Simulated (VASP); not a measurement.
# Lu (P6_3/mmc) in VASP: further runs

Lu is run at these levels: PBEsol; tasks: electric field gradients.

Everything below comes from runs of VASP 6.6.1. Logs are shortened: lines on timing, memory, paths and dates and some standing lists are left out, and cuts for length are marked.

## (1) The cell of the first run

It takes space group P6_3/mmc (No. 194, hexagonal). The conventional cell has a = 3.462 Å, b = 3.462 Å, c = 5.491 Å, α = 90.00°, β = 90.00°, γ = 120.00°. Within 4.5 Å of Lu (site symmetry -6m2) lie 12 Lu at 3.40 to 3.46 Å.

## (2) Electric field gradients, PBEsol (28.51 Å³/atom)

Input file INCAR:

```
SYSTEM = Lu
PREC     = Accurate       ! precision mode
ENCUT    = 520            ! plane-wave cutoff, eV
EDIFF    = 1E-8           ! SCF threshold, eV
ISMEAR   = -1             ! smearing method
SIGMA    = 0.03           ! smearing width, eV
LREAL    = .False.        ! projectors in reciprocal space
LASPH    = .True.         ! aspherical terms in the spheres
NELM     = 100            ! most SCF steps
ALGO     = Normal         ! electronic algorithm
ISIF     = 2              ! what is computed and relaxed
LWAVE    = .False.        ! write WAVECAR
LCHARG   = .False.        ! write CHGCAR
GGA      = PS             ! functional
LEFG     = .True.       
NBANDS   = 32             ! bands
```

Input file KPOINTS:

```
regular mesh
0
Gamma
  13 13 8
  0 0 0
```

Input file POSCAR:

```
Lu
1.0
    3.4624620083      0.0000000000      0.0000000000
   -1.7312310041      2.9985800589      0.0000000000
    0.0000000000      0.0000000000      5.4913664532
Lu
2
Direct
    0.3333333333      0.6666666667      0.2500000000
    0.6666666667      0.3333333333      0.7500000000
```

Potentials or basis: VASP PAW PBE potentials, release 64 (Lu).

On the command line:

```
$ cat potpaw_PBE.64/Lu/POTCAR > POTCAR
$ mpirun -np 1 vasp_std > vasp.out
```

OUTCAR:

```text
SYSTEM = Lu
   PREC = Accurate
   ENCUT = 520
   EDIFF = 1E-8
   ISMEAR = -1
   LREAL = .False.
   LASPH = .True.
   NELM = 100
   ISIF = 2
   GGA = PS

 ion  position               nearest neighbor table
   1  0.333  0.667  0.250-   2 3.40   2 3.40   2 3.40   2 3.40   2 3.40   2 3.40
   2  0.667  0.333  0.750-   1 3.40   1 3.40   1 3.40   1 3.40   1 3.40   1 3.40

  LATTYP: Found a hexagonal cell.
 ALAT       =     3.4624620083
 C/A-ratio  =     1.5859716121

  Lattice vectors:

 A1 = (   3.4624620083,   0.0000000000,   0.0000000000)
 A2 = (  -1.7312310041,   2.9985800589,   0.0000000000)
 A3 = (   0.0000000000,   0.0000000000,   5.4913664532)

Analysis of symmetry for initial positions (statically):
=====================================================================
 Subroutine PRICEL returns:
 Original cell was already a primitive cell.

 Routine SETGRP: Setting up the symmetry group for a
 hexagonal supercell.

 Subroutine GETGRP returns: Found 24 space group operations
 (whereof 12 operations were pure point group operations)
 out of a pool of 24 trial point group operations.

The static configuration has the point symmetry D_3d.
 The point group associated with its full space group is D_6h.

Analysis of symmetry for dynamics (positions and initial velocities):
=====================================================================
 Subroutine PRICEL returns:
 Original cell was already a primitive cell.

 Routine SETGRP: Setting up the symmetry group for a
 hexagonal supercell.

 Subroutine GETGRP returns: Found 24 space group operations
 (whereof 12 operations were pure point group operations)
 out of a pool of 24 trial point group operations.

The dynamic configuration has the point symmetry D_3d.
 The point group associated with its full space group is D_6h.

 Subroutine INISYM returns: Found 24 space group operations
 (whereof 12 operations are pure point group operations),
 and found     1 'primitive' translations

----------------------------------------------------------------------------------------

                                     Primitive cell

  volume of cell :      57.0139

  direct lattice vectors                    reciprocal lattice vectors
     3.462462008  0.000000000  0.000000000     0.288811833  0.166745590  0.000000000
    -1.731231004  2.998580059  0.000000000     0.000000000  0.333491179  0.000000000
     0.000000000  0.000000000  5.491366453     0.000000000  0.000000000  0.182104037

  length of vectors
     3.462462008  3.462462008  5.491366453     0.333491179  0.333491179  0.182104037

  position of ions in fractional coordinates (direct lattice)
     0.333333333  0.666666667  0.250000000
     0.666666667  0.333333333  0.750000000

  ion indices of the primitive-cell ions
   primitive index   ion index
                 1           1
                 2           2

----------------------------------------------------------------------------------------

 KPOINTS: regular mesh

Automatic generation of k-mesh.
 Grid dimensions read from file:
 generate k-points for:   13   13    8

 Generating k-lattice:

  Cartesian coordinates                     Fractional coordinates (reciprocal lattice)
     0.022216295  0.012826584  0.000000000     0.076923077  0.000000000  0.000000000
     0.000000000  0.025653168  0.000000000     0.000000000  0.076923077  0.000000000
     0.000000000  0.000000000  0.022763005     0.000000000  0.000000000  0.125000000

  Length of vectors
     0.025653168  0.025653168  0.022763005

  Shift w.r.t. Gamma in fractional coordinates (k-lattice)
     0.000000000  0.000000000  0.000000000

 Subroutine IBZKPT returns following result:
 ===========================================

 Found    105 irreducible k-points:

 Following reciprocal coordinates:
            Coordinates               Weight
  0.000000  0.000000  0.000000      1.000000
  0.076923 -0.000000  0.000000      6.000000
  0.153846 -0.000000  0.000000      6.000000
  0.230769 -0.000000  0.000000      6.000000
  0.307692 -0.000000  0.000000      6.000000
  0.384615 -0.000000  0.000000      6.000000
[... 16 lines left out ...]
  0.076923 -0.000000  0.125000     12.000000
  0.153846 -0.000000  0.125000     12.000000
 [... further k-points ...]
   k-points           NKPTS =    105   k-points in BZ     NKDIM =    105   number of bands    NBANDS=     32
   number of dos      NEDOS =    301   number of ions     NIONS =      2
   total plane-waves  NPLWV =  32928
   dimension x,y,z NGX =    28 NGY =   28 NGZ =   42
   dimension x,y,z NGXF=    56 NGYF=   56 NGZF=   84
   ions per type =               2
   NGX,Y,Z   is equivalent  to a cutoff of  13.44, 13.44, 12.72 a.u.
   NGXF,Y,Z  is equivalent  to a cutoff of  26.89, 26.89, 25.43 a.u.
 SYSTEM =  Lu
   PREC   = accura    normal or accurate (medium, high low for compatibility)
   ISTART =      0    job   : 0-new  1-cont  2-samecut
   ICHARG =      2    charge: 1-file 2-atom 10-const
   ISPIN  =      1    spin polarized calculation?
   LNONCOLLINEAR =      F non collinear calculations
   LSORBIT =      F    spin-orbit coupling
   LASPH  =      T    aspherical Exc in radial PAW
   ENCUT  =  520.0 eV  38.22 Ry    6.18 a.u.   6.44  6.44 10.21*2*pi/ulx,y,z
   NELM   =    100;   NELMIN=  2; NELMDL= -5     # of ELM steps
   EDIFF  = 0.1E-07   stopping-criterion for ELM
   LREAL  =      F    real-space projection
   EDIFFG = 0.1E-06   stopping-criterion for IOM
   NSW    =      0    number of steps for IOM
   IBRION =     -1    ionic relax: 0-MD 1-quasi-New 2-CG
   NFREE  =      0    steps in history (QN), initial steepest desc. (CG)
   ISIF   =      2    stress and relaxation
   ISYM   =      2    0-nonsym 1-usesym 2-fastsym
   POTIM  = 0.5000    time-step for ionic-motion
   TEBEG  =    0.0;   TEEND  =   0.0 temperature during run
   PSTRESS=    0.0 pullay stress
   NELECT =      50.0000    total number of electrons
   NUPDOWN=      -1.0000    fix difference up-down
   EMIN   =  10.00;   EMAX   =-10.00  energy-range for DOS
   EFERMI =   0.00;   METHOD = LEGACY
   ISMEAR =    -1;   SIGMA  =   0.03  broadening in eV -4-tet -1-fermi 0-gaus
   EFERMI_NEDOS =   21; number of points for ismear=-14 and -15
   IALGO  =     38    algorithm
   IMIX   =      4    mixing-type and parameters
     AMIX     =   0.40;   BMIX     =  1.00
     AMIX_MAG =   1.60;   BMIX_MAG =  1.00
  volume/ion in A,a.u.               =      28.51       192.37
  Fermi-wavevector in a.u.,A,eV,Ry     =   1.567008  2.961215 33.409285  2.455513
  Thomas-Fermi vector in A             =   2.669251
   LORBIT       =      0    0 simple, 1 ext, 2 COOP (PROOUT), +10 PAW based schemes
   GGA     = PS    functional components
   LHFCALC =     F    Hartree Fock is set to
   AEXX    =    0.0000 exact exchange contribution
   IVDW    =     0    specifies the selected vdW correction
   LEPSILON=     F    determine dielectric tensor
   LRPA    =     F    only Hartree local field effects (RPA)
 non-spin polarized calculation
  energy-cutoff  :      520.00
  volume of cell :       57.01
 maximum number of plane-waves:      1568
 NGX is ok and might be reduce to    28
   NGX = 13   NGY = 13   NGZ = 21

 number of electron      49.9999993 magnetization

 Free energy of the ion-electron system (eV)
  ---------------------------------------------------
  ext. energy  EPLUGINS =         0.00000000
  ---------------------------------------------------
  free energy    TOTEN  =        -9.89423868 eV

  energy without entropy =       -9.88382297  energy(sigma->0) =       -9.88903083

 E-fermi :   2.1604     XC(G=0): -10.8779

 val. band max:        2.1571834507   @ k =   0.2308   0.2308   0.3750
 cond. band min:       2.1672444091   @ k =   0.2308   0.1538   0.1250
 fundamental gap:      0.0100609584
 Fermi energy:         2.1603786575

 k-point     1 :       0.0000    0.0000    0.0000
  band No.  band energies     occupation
      1     -53.9686      2.00000
      2     -53.9315      2.00000
      3     -24.9231      2.00000
      4     -24.4641      2.00000
      5     -24.4641      2.00000
      6     -24.3798      2.00000
[... 24 lines left out ...]
     31       5.7260      0.00000
     32       5.7260      0.00000
[... 774 lines left out ...]
      2     -53.9305      2.00000
      3     -24.8676      2.00000
      4     -24.5395      2.00000
      5     -24.4870      2.00000
      6     -24.4775      2.00000
[... 24 lines left out ...]
     31       5.7276      0.00000
     32       5.7345      0.00000

 [... further k-points ...]

------------------------ aborting loop because EDIFF is reached ----------------------------------------

  FORCE on cell =-STRESS in cart. coord.  units (eV):
  Direction    XX          YY          ZZ          XY          YZ          ZX
  --------------------------------------------------------------------------------------
  -------------------------------------------------------------------------------------
  Total       -0.3918261     -0.3918261     -0.9233517     -0.0000000      0.0000000     -0.0000000
  in kB      -11.0109022    -11.0109022    -25.9475676     -0.0000000      0.0000000     -0.0000000
  external PRESSURE =     -15.9897906 kB  Pullay stress =       0.0000000 kB

 VOLUME and BASIS-vectors are now :
 -----------------------------------------------------------------------------
  energy-cutoff  :      520.00
  volume of cell :       57.01
      direct lattice vectors                 reciprocal lattice vectors
     3.462462008  0.000000000  0.000000000     0.288811833  0.166745590  0.000000000
    -1.731231004  2.998580059  0.000000000     0.000000000  0.333491179  0.000000000
     0.000000000  0.000000000  5.491366453     0.000000000  0.000000000  0.182104037

 POSITION                                       TOTAL-FORCE (eV/Angst)
 -----------------------------------------------------------------------------------
     -0.00000      1.99905      1.37284         0.000000     -0.000000      0.000000
      1.73123      0.99953      4.11852        -0.000000      0.000000      0.000000
 -----------------------------------------------------------------------------------
    total drift:                                0.000000     -0.000000      0.000000

  FREE ENERGIE OF THE ION-ELECTRON SYSTEM (eV)
  ---------------------------------------------------
  free  energy   TOTEN  =        -9.8942386756 eV

  energy  without entropy=       -9.8838229744  energy(sigma->0) =       -9.88903083

 Electric field gradients (V/A^2)
---------------------------------------------------------------------
 ion       V_xx      V_yy      V_zz      V_xy      V_xz      V_yz
---------------------------------------------------------------------
   1     -31.844   -31.847    63.691    -0.002    -0.000     0.000
   2     -31.844   -31.847    63.691    -0.002     0.000    -0.000
---------------------------------------------------------------------

 Electric field gradients after diagonalization (V/A^2)
 (convention: |V_zz| > |V_xx| > |V_yy|)
----------------------------------------------------------------------
 ion       V_xx      V_yy      V_zz     asymmetry (V_yy - V_xx)/ V_zz
----------------------------------------------------------------------
   1     -31.848   -31.843    63.691       0.000
   2     -31.848   -31.843    63.691       0.000
----------------------------------------------------------------------

           NMR quadrupolar parameters

 Cq : quadrupolar parameter    Cq=e*Q*V_zz/h
 eta: asymmetry parameters     (V_yy - V_xx)/ V_zz
 Q  : nuclear electric quadrupole moment in mb (millibarn)
----------------------------------------------------------------------
 ion       Cq(MHz)       eta       Q (mb)
----------------------------------------------------------------------
   1       0.154       0.000       1.000
   2       0.154       0.000       1.000
----------------------------------------------------------------------
```

It took 2.3 min on 1 thread of Intel Xeon Platinum 8488C (Sapphire Rapids), shared host; peak memory 0.29 GiB.

Results:

| Quantity | Value |
| --- | --- |
| Free energy | -9.8942 eV |
| Pressure | -1.6 GPa |
| Band gap on the k mesh | zero (bands 25 and 26 overlap by 1.74 eV) |
| Largest electric field gradient by atom | Lu +63.7 V/Å² |

Electric field gradients, principal values (V/Å²):
| atom | least | middle | greatest (by size) |
| --- | --- | --- | --- |
| 1 Lu | -31.843 | -31.848 | 63.691 |
| 2 Lu | -31.843 | -31.848 | 63.691 |

Caveat: without QUAD_EFG the Cq values of the log hold for a quadrupole moment of 1 mb, not for the nuclei; the PAW data sets were made with another functional, which shifts forces and pressure a little; spin-orbit coupling is left out, which moves the levels of the heavy elements.

(Part 1 of 2 ends here.)
